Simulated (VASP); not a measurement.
# HfN (Fm-3m) in VASP: a series of runs

The runs below take HfN through single point, with LDA.

Everything below comes from runs of VASP 6.6.1. Logs are shortened: lines on timing, memory, paths and dates and some standing lists are left out, and cuts for length are marked.

**1. The cell of the first run**

The structure is cubic, space group Fm-3m (No. 225). Conventional cell: a = 4.457 Å, b = 4.457 Å, c = 4.457 Å, α = 90.00°, β = 90.00°, γ = 90.00°. Within 2.9 Å of Hf (site symmetry m-3m) lie 6 N at 2.23 Å. Within 2.9 Å of N (site symmetry m-3m) lie 6 Hf at 2.23 Å.

**2. Single point, LDA (functional lda, volume scaled by 0.96)**

File INCAR:

```
SYSTEM = HfN
PREC = Accurate
ENCUT = 520
EDIFF = 1E-6
ISMEAR = -1
SIGMA = 0.03
LREAL = .False.
LASPH = .True.
NELM = 80
ALGO = Normal
ISIF = 2
LWAVE = .False.
LCHARG = .False.
GGA = CA
NBANDS = 14
```

File KPOINTS:

```
regular mesh
0
Gamma
  10 10 10
  0 0 0
```

File POSCAR:

```
HfN
1.0
    0.0000000000      2.2284692304      2.2284692304
    2.2284692304      0.0000000000      2.2284692304
    2.2284692304      2.2284692304      0.0000000000
Hf N
1 1
Direct
    0.0000000000      0.0000000000      0.0000000000
    0.5000000000      0.5000000000      0.5000000000
```

Potentials or basis: VASP PAW LDA potentials, release 64 (Hf_pv, N).

Started as:

```bash
$ cat potpaw_LDA.64/Hf_pv/POTCAR potpaw_LDA.64/N/POTCAR > POTCAR
$ mpirun -np 1 vasp_std > vasp.out
```

OUTCAR:

```text
SYSTEM = HfN
   PREC = Accurate
   ENCUT = 520
   EDIFF = 1E-6
   ISMEAR = -1
   LREAL = .False.
   LASPH = .True.
   NELM = 80
   ISIF = 2
   GGA = CA

 ion  position               nearest neighbor table
   1  0.000  0.000  0.000-   2 2.23   2 2.23   2 2.23   2 2.23   2 2.23   2 2.23
   2  0.500  0.500  0.500-   1 2.23   1 2.23   1 2.23   1 2.23   1 2.23   1 2.23

  LATTYP: Found a face centered cubic cell.
 ALAT       =     4.4569384608

  Lattice vectors:

 A1 = (   0.0000000000,   2.2284692304,   2.2284692304)
 A2 = (   2.2284692304,   0.0000000000,   2.2284692304)
 A3 = (   2.2284692304,   2.2284692304,   0.0000000000)

Analysis of symmetry for initial positions (statically):
=====================================================================
 Subroutine PRICEL returns:
 Original cell was already a primitive cell.

 Routine SETGRP: Setting up the symmetry group for a
 face centered cubic supercell.

 Subroutine GETGRP returns: Found 48 space group operations
 (whereof 48 operations were pure point group operations)
 out of a pool of 48 trial point group operations.

The static configuration has the point symmetry O_h .

Analysis of symmetry for dynamics (positions and initial velocities):
=====================================================================
 Subroutine PRICEL returns:
 Original cell was already a primitive cell.

 Routine SETGRP: Setting up the symmetry group for a
 face centered cubic supercell.

 Subroutine GETGRP returns: Found 48 space group operations
 (whereof 48 operations were pure point group operations)
 out of a pool of 48 trial point group operations.

The dynamic configuration has the point symmetry O_h .

 Subroutine INISYM returns: Found 48 space group operations
 (whereof 48 operations are pure point group operations),
 and found     1 'primitive' translations

----------------------------------------------------------------------------------------

                                     Primitive cell

  volume of cell :      22.1335

  direct lattice vectors                    reciprocal lattice vectors
     0.000000000  2.228469230  2.228469230    -0.224369264  0.224369264  0.224369264
     2.228469230  0.000000000  2.228469230     0.224369264 -0.224369264  0.224369264
     2.228469230  2.228469230  0.000000000     0.224369264  0.224369264 -0.224369264

  length of vectors
     3.151531409  3.151531409  3.151531409     0.388618964  0.388618964  0.388618964

  position of ions in fractional coordinates (direct lattice)
     0.000000000  0.000000000  0.000000000
     0.500000000  0.500000000  0.500000000

  ion indices of the primitive-cell ions
   primitive index   ion index
                 1           1
                 2           2

----------------------------------------------------------------------------------------

 KPOINTS: regular mesh

Automatic generation of k-mesh.
 Grid dimensions read from file:
 generate k-points for:   10   10   10

 Generating k-lattice:

  Cartesian coordinates                     Fractional coordinates (reciprocal lattice)
    -0.022436926  0.022436926  0.022436926     0.100000000  0.000000000  0.000000000
     0.022436926 -0.022436926  0.022436926     0.000000000  0.100000000  0.000000000
     0.022436926  0.022436926 -0.022436926     0.000000000  0.000000000  0.100000000

  Length of vectors
     0.038861896  0.038861896  0.038861896

  Shift w.r.t. Gamma in fractional coordinates (k-lattice)
     0.000000000  0.000000000  0.000000000

 Subroutine IBZKPT returns following result:
 ===========================================

 Found     47 irreducible k-points:

 Following reciprocal coordinates:
            Coordinates               Weight
  0.000000  0.000000  0.000000      1.000000
  0.100000  0.000000  0.000000      8.000000
  0.200000  0.000000  0.000000      8.000000
  0.300000  0.000000  0.000000      8.000000
  0.400000  0.000000  0.000000      8.000000
  0.500000  0.000000  0.000000      4.000000
[... 16 lines left out ...]
  0.300000  0.300000  0.000000      6.000000
  0.400000  0.300000  0.000000     24.000000
 [... further k-points ...]
   k-points           NKPTS =     47   k-points in BZ     NKDIM =     47   number of bands    NBANDS=     14
   number of dos      NEDOS =    301   number of ions     NIONS =      2
   total plane-waves  NPLWV =  13824
   dimension x,y,z NGX =    24 NGY =   24 NGZ =   24
   dimension x,y,z NGXF=    48 NGYF=   48 NGZF=   48
   ions per type =               1   1
   NGX,Y,Z   is equivalent  to a cutoff of  12.66, 12.66, 12.66 a.u.
   NGXF,Y,Z  is equivalent  to a cutoff of  25.32, 25.32, 25.32 a.u.
 SYSTEM =  HfN
   PREC   = accura    normal or accurate (medium, high low for compatibility)
   ISTART =      0    job   : 0-new  1-cont  2-samecut
   ICHARG =      2    charge: 1-file 2-atom 10-const
   ISPIN  =      1    spin polarized calculation?
   LNONCOLLINEAR =      F non collinear calculations
   LSORBIT =      F    spin-orbit coupling
   LASPH  =      T    aspherical Exc in radial PAW
   ENCUT  =  520.0 eV  38.22 Ry    6.18 a.u.   5.86  5.86  5.86*2*pi/ulx,y,z
   NELM   =     80;   NELMIN=  2; NELMDL= -5     # of ELM steps
   EDIFF  = 0.1E-05   stopping-criterion for ELM
   LREAL  =      F    real-space projection
   EDIFFG = 0.1E-04   stopping-criterion for IOM
   NSW    =      0    number of steps for IOM
   IBRION =     -1    ionic relax: 0-MD 1-quasi-New 2-CG
   NFREE  =      0    steps in history (QN), initial steepest desc. (CG)
   ISIF   =      2    stress and relaxation
   ISYM   =      2    0-nonsym 1-usesym 2-fastsym
   POTIM  = 0.5000    time-step for ionic-motion
   TEBEG  =    0.0;   TEEND  =   0.0 temperature during run
   PSTRESS=    0.0 pullay stress
   NELECT =      15.0000    total number of electrons
   NUPDOWN=      -1.0000    fix difference up-down
   EMIN   =  10.00;   EMAX   =-10.00  energy-range for DOS
   EFERMI =   0.00;   METHOD = LEGACY
   ISMEAR =    -1;   SIGMA  =   0.03  broadening in eV -4-tet -1-fermi 0-gaus
   EFERMI_NEDOS =   21; number of points for ismear=-14 and -15
   IALGO  =     38    algorithm
   IMIX   =      4    mixing-type and parameters
     AMIX     =   0.40;   BMIX     =  1.00
     AMIX_MAG =   1.60;   BMIX_MAG =  1.00
  volume/ion in A,a.u.               =      11.07        74.68
  Fermi-wavevector in a.u.,A,eV,Ry     =   1.437988  2.717403 28.134258  2.067810
  Thomas-Fermi vector in A             =   2.557005
   LORBIT       =      0    0 simple, 1 ext, 2 COOP (PROOUT), +10 PAW based schemes
   GGA     = CA    functional components
   LHFCALC =     F    Hartree Fock is set to
   AEXX    =    0.0000 exact exchange contribution
   IVDW    =     0    specifies the selected vdW correction
   LEPSILON=     F    determine dielectric tensor
   LRPA    =     F    only Hartree local field effects (RPA)
 non-spin polarized calculation
  energy-cutoff  :      520.00
  volume of cell :       22.13
 maximum number of plane-waves:       610
   NGX = 11   NGY = 11   NGZ = 11

 number of electron      15.0000000 magnetization

 Free energy of the ion-electron system (eV)
  ---------------------------------------------------
  ext. energy  EPLUGINS =         0.00000000
  ---------------------------------------------------
  free energy    TOTEN  =       -23.86374466 eV

  energy without entropy =      -23.86108734  energy(sigma->0) =      -23.86241600

 E-fermi :   8.5981     XC(G=0): -13.1911

 val. band max:        8.5689047423   @ k =  -0.4000   0.3000   0.0000
 cond. band min:       8.6105116233   @ k =  -0.1000   0.1000   0.0000
 fundamental gap:      0.0416068810
 Fermi energy:         8.5980804442

 k-point     1 :       0.0000    0.0000    0.0000
  band No.  band energies     occupation
      1     -22.1991      2.00000
      2     -22.1991      2.00000
      3     -22.1991      2.00000
      4      -8.9084      2.00000
      5       5.5665      2.00000
      6       5.5665      2.00000
      7       5.5665      2.00000
      8       8.1570      2.00000
      9       8.1570      2.00000
     10       8.1570      2.00000
     11      10.5815      0.00000
     12      10.5815      0.00000
     13      10.9604      0.00000
     14      18.3170      0.00000

 k-point     2 :       0.1000    0.0000    0.0000
  band No.  band energies     occupation
      1     -22.3203      2.00000
      2     -22.2088      2.00000
      3     -22.2088      2.00000
      4      -8.6529      2.00000
      5       4.6311      2.00000
      6       4.9774      2.00000
      7       4.9774      2.00000
      8       8.4235      1.99407
      9       8.5017      1.92260
     10       8.5017      1.92260
     11      11.3748      0.00000
     12      11.3748      0.00000
     13      11.6295      0.00000
     14      19.1190      0.00000

 k-point     3 :       0.2000    0.0000    0.0000
  band No.  band energies     occupation
      1     -22.6233      2.00000
      2     -22.2340      2.00000
      3     -22.2340      2.00000
      4      -7.9693      2.00000
      5       2.9223      2.00000
      6       3.9189      2.00000
      7       3.9189      2.00000
      8       8.8645      0.00028
      9       9.3578      0.00000
     10       9.3578      0.00000
     11      13.0430      0.00000
     12      13.1469      0.00000
     13      13.1469      0.00000
     14      20.1146      0.00000
[... 324 lines left out ...]
 k-point    23 :       0.3000    0.3000    0.0000
  band No.  band energies     occupation
      1     -22.8725      2.00000
      2     -22.4396      2.00000
      3     -22.4396      2.00000
      4      -7.5111      2.00000
      5       1.6778      2.00000
      6       4.7210      2.00000
      7       4.7210      2.00000
      8       5.4925      2.00000
      9      11.9372      0.00000
     10      12.7973      0.00000
     11      12.8568      0.00000
     12      12.8568      0.00000
     13      18.0210      0.00000
     14      20.1078      0.00000

 k-point    24 :       0.4000    0.3000    0.0000
  band No.  band energies     occupation
      1     -23.0002      2.00000
      2     -22.5120      2.00000
      3     -22.4772      2.00000
      4      -7.4113      2.00000
      5       1.9443      2.00000
      6       3.9169      2.00000
      7       4.4472      2.00000
      8       6.0038      2.00000
      9      12.8299      0.00000
     10      13.4274      0.00000
     11      13.5542      0.00000
     12      13.8375      0.00000
     13      18.1894      0.00000
     14      20.0509      0.00000

 [... further k-points ...]
[... 5 lines left out ...]
  --------------------------------------------------------------------------------------
  -------------------------------------------------------------------------------------
  Total        0.1515407      0.1515407      0.1515407      0.0000000      0.0000000      0.0000000
  in kB       10.9695766     10.9695766     10.9695766      0.0000000      0.0000000      0.0000000
  external PRESSURE =      10.9695766 kB  Pullay stress =       0.0000000 kB

 VOLUME and BASIS-vectors are now :
 -----------------------------------------------------------------------------
  energy-cutoff  :      520.00
  volume of cell :       22.13
      direct lattice vectors                 reciprocal lattice vectors
     0.000000000  2.228469230  2.228469230    -0.224369264  0.224369264  0.224369264
     2.228469230  0.000000000  2.228469230     0.224369264 -0.224369264  0.224369264
     2.228469230  2.228469230  0.000000000     0.224369264  0.224369264 -0.224369264

 POSITION                                       TOTAL-FORCE (eV/Angst)
 -----------------------------------------------------------------------------------
      0.00000      0.00000      0.00000        -0.000000     -0.000000     -0.000000
      2.22847      2.22847      2.22847         0.000000      0.000000      0.000000
 -----------------------------------------------------------------------------------
    total drift:                                0.000000     -0.000000     -0.000000

  FREE ENERGIE OF THE ION-ELECTRON SYSTEM (eV)
  ---------------------------------------------------
  free  energy   TOTEN  =       -23.8637446553 eV

  energy  without entropy=      -23.8610873426  energy(sigma->0) =      -23.86241600
```

Wall time 7.3 s (1 thread of Intel Xeon Platinum 8375C at 2.90GHz (Ice Lake), shared host); peak memory 0.11 GiB.

What came out:

```yaml
Free_energy: -23.8637 eV
Pressure: 1.1 GPa
```

Levels at points of the mesh, in eV from the Fermi level:
```
           k point  band 4  band 5  band 6  band 7  band 8  band 9  band 10  band 11  band 12  band 13
(0.00, 0.00, 0.00)  -17.51   -3.03   -3.03   -3.03   -0.44   -0.44    -0.44     1.98     1.98     2.36
(0.50, 0.00, 0.00)  -14.45   -9.11   -6.39   -6.39    3.44    3.85     3.85     4.75     9.29     9.29
(0.50, 0.50, 0.00)  -16.39   -5.30   -4.04   -3.65   -3.65    4.24     5.79     5.79     6.14     8.47
```

Caveat: the cell differs from its parent crystal (functional lda, volume scaled by 0.96); spin-orbit coupling is left out, which moves the levels of the heavy elements.

**3. Single point, LDA**

This run uses another cell than the first one, of 11.53 Å³/atom, 1.042 times its volume.

File INCAR:

```
SYSTEM = HfN
PREC = Accurate
ENCUT = 520
EDIFF = 1E-7
ISMEAR = -1
SIGMA = 0.03
LREAL = .False.
LASPH = .True.
NELM = 100
ALGO = Normal
ISIF = 2
LWAVE = .False.
LCHARG = .False.
NBANDS = 14
```

File KPOINTS:

```
Automatic mesh
0
Gamma
  10 10 10
  0 0 0
```

File POSCAR:

```
HfN
1.0
    0.0000000000      2.2590000000      2.2590000000
    2.2590000000      0.0000000000      2.2590000000
    2.2590000000      2.2590000000      0.0000000000
Hf N
1 1
Direct
    0.0000000000      0.0000000000      0.0000000000
    0.5000000000      0.5000000000      0.5000000000
```

Potentials or basis: VASP PAW LDA potentials, release 64 (Hf_pv, N).

Started as:

```bash
$ cat potpaw_LDA.64/Hf_pv/POTCAR potpaw_LDA.64/N/POTCAR > POTCAR
$ mpirun -np 1 vasp_std > vasp.out
```

Wall time 7.5 s (1 thread of Intel Xeon Platinum 8375C at 2.90GHz (Ice Lake), shared host); peak memory 0.11 GiB.

Results (log left out):

```
Free energy : -23.8358 eV
Pressure    : -10.6 GPa
```

Levels at points of the mesh, in eV from the Fermi level:
```
           k point  band 5  band 6  band 7  band 8  band 9  band 10  band 11  band 12
(0.00, 0.00, 0.00)   -2.98   -2.98   -2.98   -0.41   -0.41    -0.41     1.88     1.88
(0.50, 0.00, 0.00)   -8.87   -6.18   -6.18    3.25    3.64     3.64     4.53     8.79
(0.50, 0.50, 0.00)   -5.32   -3.85   -3.63   -3.63    4.02     5.47     5.47     5.64
```

Caveat: spin-orbit coupling is left out, which moves the levels of the heavy elements.
